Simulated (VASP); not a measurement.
A run of VASP 6.6.1:

INCAR

```
PREC = Accurate ; ENCUT = 600
EDIFF = 1E-6 ; ISMEAR = 0
SIGMA = 0.2 ; LREAL = False
LASPH = True ; NELM = 80
ALGO = Normal ; ISIF = 3
LWAVE = False ; LCHARG = False
GGA = PE ; IBRION = 2
NSW = 36 ; EDIFFG = -0.08
```

File KPOINTS:

```
regular mesh
0
Gamma
  3 3 3
```

The input POSCAR:

```
Be4Se3
1.0
    4.9599917900      0.0000000000      0.0000000000
    0.0000000000      4.9599917900      0.0000000000
    0.0000000000      0.0000000000      4.9599917900
Be Se
4 3
Direct
    0.7237776700      0.2762223300      0.2762223300
    0.2762223300      0.7237776700      0.2762223300
    0.2762223300      0.2762223300      0.7237776700
    0.7237776700      0.7237776700      0.7237776700
    0.0000000000      0.0000000000      0.5000000000
    0.5000000000      0.0000000000      0.0000000000
    0.0000000000      0.5000000000      0.0000000000
```

Potentials or basis: VASP PAW PBE potentials, release 64 (Be, Se).

Command:

```sh
$ cat potpaw_PBE.64/Be/POTCAR potpaw_PBE.64/Se/POTCAR > POTCAR
$ mpirun -np 1 vasp_std > vasp.out
```

Hardware: 1 thread of Intel Xeon 8259CL (shared host).

Q: How long does it take, and how much memory?

A: Run time: 94 s on 1 thread of Intel Xeon 8259CL (shared host), peak memory 0.24 GiB. Counts: scf iterations 39, k points 4, ion steps 5.
